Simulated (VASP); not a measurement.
Crystal: BP.

```xyz
2
Lattice="0.0000 2.2683 2.2683 2.2683 0.0000 2.2683 2.2683 2.2683 0.0000" Properties=species:S:1:pos:R:3 pbc="T T T"
B     0.0000    0.0000    0.0000
P     1.1342    1.1342    1.1342
```

Base run:

```yaml
Program: VASP 6.6.1
Functional: r2SCAN
Potentials_or_basis: VASP PAW PBE potentials, release 64 (B, P)
Cutoff: 520 eV
k_mesh: 10 × 10 × 10
Occupations: gaussian, width 0.01 eV
Spin: no spin polarisation
```

Its results: band gap on the k mesh 1.45 eV, indirect (least direct gap 3.64 eV); pressure -0.5 GPa.

The run is repeated on the same cell with these changes: functional from r2SCAN to PBE; occupations from gaussian, width 0.01 eV to fermi-dirac, width 0.02 eV. What comes out?

Band gap on the k mesh 1.24 eV, indirect (least direct gap 3.40 eV); pressure 1.0 GPa.

Caveats: the PAW data sets were made with another functional, which shifts forces and pressure a little (some runs).

A k mesh can miss the band edges.
